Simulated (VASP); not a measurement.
Crystal: Ru.

```
Ru
1.0
     2.68764    0.00000    0.00000
    -1.34382    2.32756    0.00000
     0.00000    0.00000    4.25316
Ru
2
Cartesian
  1.3438 0.7759 3.1899
  0.0000 1.5517 1.0633
```

Base run:

```yaml
Program: VASP 6.6.1
Functional: BLYP
Potentials_or_basis: VASP PAW PBE potentials, release 64 (Ru_pv)
Cutoff: 520 eV
k_mesh: 11 × 11 × 6
Occupations: fermi-dirac, width 0.05 eV
Spin: no spin polarisation
```

Its results: band gap on the k mesh zero (band 14 reaches 15.28 eV, above the bottom of band 15 at 12.12 eV); pressure 27.4 GPa.

Q: The run is repeated on the same cell with these changes: functional from BLYP to PBEsol. What comes out?

A: Band gap on the k mesh zero (band 14 reaches 14.63 eV, above the bottom of band 15 at 11.45 eV); pressure 0.4 GPa.

PBEsol binds more tightly than BLYP, so the same cell stands under less pressure.

Caveats: the PAW data sets were made with another functional, which shifts forces and pressure a little.
